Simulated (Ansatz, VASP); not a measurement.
Given: the input of a run of Ansatz 0.2.0 on PtSe2.

Contents of input.yaml:

```yaml
crystal:
  lattice:
    - [3.724, 0.0, 0.0]
    - [-1.862, 3.2250786037, 0.0]
    - [0.0, 0.0, 5.062]
  atoms:
    - { symbol: Pt, position: [0.0, 0.0, 0.0] }
    - { symbol: Se, position: [0.6666666667, 0.3333333333, 0.75] }
    - { symbol: Se, position: [0.3333333333, 0.6666666667, 0.25] }
hamiltonian:
  xc: revpbe
  pseudopotentials: { kind: paw }
  dispersion: d3bj
kpoints:
  mp_grid: { grid: [8, 8, 5] }
scf:
  occupations: { method: fermi_dirac, width: 0.05 }
output:
  forces: true
  stress: true
relax:
  f_tol: 0.01
  max_steps: 40
  cell: { stress_tol: 0.05 }
```

Potentials or basis: Ansatz PAW.

Command:

```console
$ ansatz run input.yaml --threads 2 --pin off --max-ram 5632MiB --backend cpu --events-out ev --progress --plain --runs-dir out
```

Problem. Set up the same calculation for VASP 6.6.1. Potentials there: VASP PAW PBE potentials, release 64 (Pt, Se).

Solution. As run (the cutoff follows the program's own potentials):

Contents of INCAR:

```
SYSTEM = PtSe2
PREC = Accurate ; ENCUT = 600
EDIFF = 1E-7 ; ISMEAR = -1
SIGMA = 0.05 ; LREAL = .FALSE.
LASPH = .TRUE. ; NELM = 80
ALGO = Normal ; ISIF = 3
LWAVE = .FALSE. ; LCHARG = .FALSE.
GGA = RE ; IVDW = 12
IBRION = 2 ; NSW = 60
EDIFFG = -0.01
```

KPOINTS

```
Automatic mesh
0
G
  8 8 5
  0 0 0
```

The input POSCAR:

```
PtSe2
1.0
    3.7240000000      0.0000000000      0.0000000000
   -1.8620000000      3.2250786037      0.0000000000
    0.0000000000      0.0000000000      5.0620000000
Pt Se
1 2
Direct
    0.0000000000      0.0000000000      0.0000000000
    0.6666666667      0.3333333333      0.7500000000
    0.3333333333      0.6666666667      0.2500000000
```

Potentials or basis: VASP PAW PBE potentials, release 64 (Pt, Se).

Launch:

```bash
$ cat potpaw_PBE.64/Pt/POTCAR potpaw_PBE.64/Se/POTCAR > POTCAR
$ mpirun -np 1 vasp_std > vasp.out
```

Both were run:

|  | VASP | Ansatz | Ansatz less VASP |
| --- | --- | --- | --- |
| relaxed volume (Å³/atom) | 19.09 | 19.11 | +0.020 |
| relaxed cell length with the largest relative difference (Å) | 4.686 | 4.693 | +0.0074 |

VASP's potentials were made for PBE, not for revPBE. VASP's potentials hold 22 valence electrons a cell and Ansatz's 50, so a difference there can come from the potentials and not from the codes.

Spin-orbit coupling is off throughout. Noted on Ansatz's run: the plane-wave basis is chosen anew once the cell has moved, so the energies of steps on either side of that aren't comparable.
